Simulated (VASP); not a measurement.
Si2BBr:

```
Si B Br
1.0
     4.50256    0.00000    0.00000
     0.00000    4.50256    0.00000
     0.00000    0.00000    3.49851
Si B Br
2 1 1
Direct
  0.50000 0.00000 0.39526
  0.00000 0.50000 0.39526
  0.00000 0.00000 0.18681
  0.50000 0.50000 0.46544
```

The cell was generated, and may not be a known phase.

```yaml
Program: VASP 6.6.1
Task: relaxation of cell and atoms
Functional: PBE
Potentials_or_basis: VASP PAW PBE potentials, release 64 (Si, B, Br)
Cutoff: 600 eV
k_mesh: 4 × 4 × 6
Occupations: gaussian, width 0.1 eV
Spin: no spin polarisation
```

At the start: pressure 8.9 GPa; volume 17.73 Å³/atom.

Problem. Where does the relaxation end?

Solution. Over 54 steps the energy falls by 866.7 meV/atom and the volume is 21.11 Å³/atom (+19.1 %); space group P4mm (No. 99, to 0.1 Å) before and after.

The path:
```tsv
step	energy change (eV)	largest force (eV/Å)	pressure (GPa)	volume (Å³)
1	0.0000	1.3542	8.94	70.93
3	-0.8568	0.8395	-4.86	83.09
5	-1.1299	0.3203	4.15	62.90
7	-1.3670	0.6462	-3.48	72.71
9	-1.5062	0.5443	1.58	66.41
11	-1.5921	0.3774	1.91	66.74
13	-1.6454	0.3058	0.96	68.34
15	-1.6538	0.5203	-0.71	70.03
17	-1.7315	1.2335	0.71	69.27
19	-1.9020	0.9106	0.23	70.39
21	-1.3048	0.9912	25.36	66.71
23	-2.9881	0.5276	8.80	69.96
25	-3.1355	0.3768	5.42	72.89
27	-3.1946	0.4089	2.58	75.92
29	-3.2166	0.3598	0.04	77.97
31	-3.2357	0.2975	-0.12	78.61
33	-3.2484	0.1893	-0.35	79.70
35	-3.2756	0.2860	0.38	78.30
37	-3.3033	0.4225	0.94	76.31
39	-3.3109	0.3912	-0.57	76.89
41	-3.3295	0.3561	0.12	76.74
43	-3.3518	0.6428	-0.12	77.50
45	-3.3819	0.3794	0.41	77.47
47	-3.4137	0.3596	1.12	79.14
49	-3.4381	0.4510	-0.59	84.33
51	-3.4641	0.1218	-0.63	85.02
53	-3.4665	0.0428	0.08	84.33
54	-3.4667	0.0292	0.07	84.44
```

Final structure:
```
CELL_PARAMETERS angstrom
3.82884 0.00000 0.00000
0.00000 3.82884 0.00000
0.00000 0.00000 5.75995
ATOMIC_POSITIONS crystal
Si 0.50000 0.00000 0.18437
Si 0.00000 0.50000 0.18437
B 0.00000 0.00000 0.27206
Br 0.50000 0.50000 0.80196
```

Caveat: the volume moved by over 15 % at a fixed basis, so the end points are rough.
